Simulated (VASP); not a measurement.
Wanted: the native input for a VASP 6.6.1 run.

* Task: single point
* Functional: PBEsol
* Potentials or basis: VASP PAW PBE potentials, release 64 (Cd, F)
* Cutoff: 520 eV
* k mesh: 8 × 8 × 8
* Occupations: gaussian, width 0.05 eV
* Spin: no spin polarisation
* Dipole correction: no
* Further INCAR settings: ALGO = Normal; EDIFF = 1e-06; NBANDS = 20

The structure of CdF2 lies in POSCAR:

```
CdF2
1.0
    0.0000000000      2.6940000000      2.6940000000
    2.6940000000      0.0000000000      2.6940000000
    2.6940000000      2.6940000000      0.0000000000
Cd F
1 2
Direct
    0.0000000000      0.0000000000      0.0000000000
    0.2500000000      0.2500000000      0.2500000000
    0.7500000000      0.7500000000      0.7500000000
```

These files were run (other wordings do the same):

INCAR

```
SYSTEM = CdF2
PREC = Accurate
ENCUT = 520
EDIFF = 1E-6
ISMEAR = 0
SIGMA = 0.05
LREAL = .False.
LASPH = .True.
NELM = 100
ALGO = Normal
ISIF = 2
LWAVE = .False.
LCHARG = .False.
GGA = PS
NBANDS = 20
```

KPOINTS

```
Automatic mesh
0
Gamma
  8 8 8
  0 0 0
```

Potentials or basis: VASP PAW PBE potentials, release 64 (Cd, F).

Command:

```sh
$ cat potpaw_PBE.64/Cd/POTCAR potpaw_PBE.64/F/POTCAR > POTCAR
$ mpirun -np 1 vasp_std > vasp.out
```

Results of the run:

```
Pressure               : 0.5 GPa
Band gap on the k mesh : 2.90 eV, indirect (least direct gap 3.39 eV)
```

Caveat: the PAW data sets were made with another functional, which shifts forces and pressure a little.

Wall time 13 s on 1 thread of Intel(R) Xeon(R) Platinum 8488C (Sapphire Rapids) (shared host), peak memory 0.16 GiB.
